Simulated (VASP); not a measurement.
The system is Ni.

```xyz
1
Lattice="-1.3985 1.3985 1.3985 1.3985 -1.3985 1.3985 1.3985 1.3985 -1.3985" Properties=species:S:1:pos:R:3 pbc="T T T"
Ni    0.0000    0.0000    0.0000
```

This isn't the form of Ni at room conditions, which is fcc.

```yaml
Program: VASP 6.6.1
Task: relaxation of cell and atoms
Functional: RPBE
Potentials_or_basis: VASP PAW PBE potentials, release 64 (Ni)
Cutoff: 600 eV
k_mesh: 16 × 16 × 16
Occupations: fermi-dirac, width 0.05 eV
Spin: collinear spin, ferromagnetic start
Starting_moments: "[0.8] μB"
```

At the start: pressure 6.2 GPa; volume 10.94 Å³/atom.

Task: How do energy, volume and symmetry change on relaxing?

Result: Over 3 steps the energy falls by 7.1 meV/atom and the volume is 11.32 Å³/atom (+3.4 %); space group Im-3m (No. 229, to 0.1 Å) before and after; moment 0.56 μB per cell.

Step by step:
| step | energy change (eV) | largest force (eV/Å) | pressure (GPa) | volume (Å³) |
| --- | --- | --- | --- | --- |
| 1 | 0.0000 | 0.0000 | 6.25 | 10.94 |
| 2 | -0.0027 | 0.0000 | -4.38 | 11.63 |
| 3 | -0.0071 | 0.0000 | 0.00 | 11.32 |

Final structure:
```yaml
crystal:
  lattice:
    - [-1.41433, 1.41433, 1.41433]
    - [1.41433, -1.41433, 1.41433]
    - [1.41433, 1.41433, -1.41433]
  atoms:
    - { symbol: Ni, position: [0.00000, 0.00000, 0.00000] }
```

Caveat: the PAW data sets were made with another functional, which shifts forces and pressure a little.
